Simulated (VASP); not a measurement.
Wanted: the native input for a VASP 6.6.1 run.

```yaml
Task: single point
Functional: PBE
Potentials_or_basis: VASP PAW PBE potentials, release 64 (Al, N)
Cutoff: 520 eV
k_mesh: 6 × 6 × 6
Occupations: gaussian, width 0.05 eV
Spin: no spin polarisation
Dipole_correction: no
Further_INCAR_settings: ALGO = Normal; EDIFF = 1e-06; NBANDS = 16
```

The structure of AlN lies in POSCAR:

```
AlN
1.0
    0.0000000000     -2.2015682416     -2.2015682416
   -2.2015682416      0.0000000000     -2.2015682416
    2.2015682416      2.2015682416     -4.4031364832
Al N
2 2
Direct
   -0.0081240798      0.0362227331      0.0000000000
    0.5081240798      0.4637772669      0.5000000000
    0.3677204149      0.4074573950      0.8750000000
    0.8822795851      0.8425426050      0.3750000000
```

This cell differs from its parent crystal: mode 4 frozen in at -0.102 Å and mode 10 at +0.000 Å (largest displacements).

One way to write it, as run:

INCAR

```
ALGO = Normal
EDIFF = 1E-6
ENCUT = 520
GGA = PE
ISIF = 2
ISMEAR = 0
LASPH = T
LCHARG = F
LREAL = F
LWAVE = F
NBANDS = 16
NELM = 100
PREC = Accurate
SIGMA = 0.05
```

KPOINTS

```
k-points
0
Gamma
  6 6 6
```

Potentials or basis: VASP PAW PBE potentials, release 64 (Al, N).

Launch:

```sh
$ cat potpaw_PBE.64/Al/POTCAR potpaw_PBE.64/N/POTCAR > POTCAR
$ mpirun -np 1 vasp_std > vasp.out
```

Results of the run:

The pressure is -0.6 GPa and the largest force is 0.522 eV/Å. The band gap on the k mesh is 3.24 eV, indirect (least direct gap 3.73 eV).

Caveat: the cell differs from its parent crystal (mode 4 frozen in at -0.102 Å and mode 10 at +0.000 Å (largest displacements)).

Run time: 53 s on 1 thread of Intel(R) Xeon(R) Platinum 8488C (Sapphire Rapids), on a shared host, peak memory 0.19 GiB.
